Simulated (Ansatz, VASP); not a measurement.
One calculation of BN, two programs

INCAR

```
ALGO = Normal
EDIFF = 1E-6
ENCUT = 520
GGA = PE
ISIF = 2
ISMEAR = 0
LASPH = True
LCHARG = True
LELF = True
LREAL = False
LVHAR = True
LWAVE = False
NBANDS = 36
NELM = 60
PREC = Accurate
SIGMA = 0.05
```

KPOINTS

```
k-points
0
Gamma
  10 10 2
```

The input POSCAR:

```
BN
1.0
    1.8130010000     -1.8130010000      0.0000000000
    1.8130010000      0.0000000000     -1.8130010000
    7.6146042000      6.8894038000      7.2520040000
B N
6 6
Direct
    0.6541733333      0.6666666667      0.0624666667
   -0.1791600000      0.0000000000      0.8958000000
    0.2875066667      0.3333333333      0.2291333333
    0.5541733333      0.6666666667      0.5624666667
   -0.0791600000      0.0000000000      0.3958000000
    0.1875066667      0.3333333333      0.7291333333
    0.5791733333      0.6666666667      0.4374666667
    0.9458400000      1.0000000000      0.2708000000
    0.2125066667      0.3333333333      0.6041333333
    0.4791733333      0.6666666667      0.9374666667
   -0.1541600000      0.0000000000      0.7708000000
    0.3125066667      0.3333333333      0.1041333333
```

Input for Ansatz:

```yaml
crystal:
  lattice:
    - [1.813001, -1.813001, 0.0]
    - [1.813001, 0.0, -1.813001]
    - [7.6146042, 6.8894038, 7.252004]
  atoms:
    - { symbol: B, position: [0.6541733333, 0.6666666667, 0.0624666667] }
    - { symbol: B, position: [-0.17916, 0.0, 0.8958] }
    - { symbol: B, position: [0.2875066667, 0.3333333333, 0.2291333333] }
    - { symbol: B, position: [0.5541733333, 0.6666666667, 0.5624666667] }
    - { symbol: B, position: [-0.07916, 0.0, 0.3958] }
    - { symbol: B, position: [0.1875066667, 0.3333333333, 0.7291333333] }
    - { symbol: "N", position: [0.5791733333, 0.6666666667, 0.4374666667] }
    - { symbol: "N", position: [0.94584, 1.0, 0.2708] }
    - { symbol: "N", position: [0.2125066667, 0.3333333333, 0.6041333333] }
    - { symbol: "N", position: [0.4791733333, 0.6666666667, 0.9374666667] }
    - { symbol: "N", position: [-0.15416, 0.0, 0.7708] }
    - { symbol: "N", position: [0.3125066667, 0.3333333333, 0.1041333333] }
basis:
  ecutwfc: 420
kpoints:
  mp_grid: { grid: [10, 10, 2] }
hamiltonian:
  xc: pbe
scf:
  occupations: { method: gaussian, width: 0.05 }
output:
  forces: true
  stress: true
  eigenvalues: true
```

Alike in both runs: task single point; functional PBE; k mesh 10 × 10 × 2; occupations gaussian, width 0.05 eV; no spin polarisation.

|  | VASP | Ansatz |
| --- | --- | --- |
| version | VASP 6.6.1 | Ansatz 0.2.0 |
| potentials or method | VASP PAW PBE potentials, release 64 (B, N), cutoff 520 eV | scalar-relativistic, plane waves, PAW |
| valence electrons in the cell | 48 | 48 |

|  | VASP | Ansatz | Ansatz less VASP |
| --- | --- | --- | --- |
| gap on the k mesh at the Fermi level (eV) | 3.55 | 3.56 | +0.011 |
| least direct gap on the mesh (eV) | 5.10 | 5.11 | +0.012 |
| pressure (GPa) | -0.2 | -0.4 | -0.23 |
| traceless stress, the component that is largest in VASP (GPa) | -10.87 | -10.86 | +0.010 |
| rms of the force components (eV/Å) | 0.614 | 0.615 | +0.0005 |

Atom by atom the forces differ by 0.002 eV/Å (rms over components). With one functional, cell and mesh, what is left measures potentials, basis and numerics.
